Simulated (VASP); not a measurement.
Here is a VASP 6.6.1 calculation.

INCAR

```
SYSTEM = Al2Ru
PREC     = Accurate       ! precision mode
ENCUT    = 500            ! plane-wave cutoff, eV
EDIFF    = 1E-7           ! SCF threshold, eV
ISMEAR   = 0              ! smearing method
SIGMA    = 0.1            ! smearing width, eV
LREAL    = .FALSE.        ! projectors in reciprocal space
LASPH    = .TRUE.         ! aspherical terms in the spheres
NELM     = 120            ! most SCF steps
ALGO     = Normal         ! electronic algorithm
ISIF     = 3              ! what is computed and relaxed
LWAVE    = .FALSE.        ! write WAVECAR
LCHARG   = .FALSE.        ! write CHGCAR
GGA      = PS             ! functional
IBRION   = 2              ! ionic algorithm
NSW      = 80             ! ionic steps
EDIFFG   = -0.015         ! ionic threshold
GGA_COMPAT= .FALSE.      
NELMIN   = 4
```

Contents of KPOINTS:

```
Automatic mesh
0
G
  10 8 10
  0 0 0
```

POSCAR

```
Al2Ru
1.0
   -3.1213577630     -3.1213577630      0.0000000000
   -3.1213577630      3.1213577630      0.0000000000
    1.5606788815      1.5606788815     -4.2115520768
Al Ru
4 2
Direct
    0.8409239175      0.5000000000      0.6818478351
    0.3409239175      0.0000000000      0.6818478351
    0.1590760825      0.5000000000      0.3181521649
    0.6590760825      0.0000000000      0.3181521649
    0.5000000000      0.5000000000      0.0000000000
    1.0000000000      0.0000000000      0.0000000000
```

Potentials or basis: VASP PAW PBE potentials, release 64 (Al, Ru_pv).

Command:

```sh
$ cat potpaw_PBE.64/Al/POTCAR potpaw_PBE.64/Ru_pv/POTCAR > POTCAR
$ mpirun -np 1 vasp_std > vasp.out
```

(1) What does it give for the band gap on the k mesh?

## Answers

(1) zero (bands 20 and 21 overlap by 0.14 eV).

Caveat: the relaxation stopped at its first step, so nothing moved.
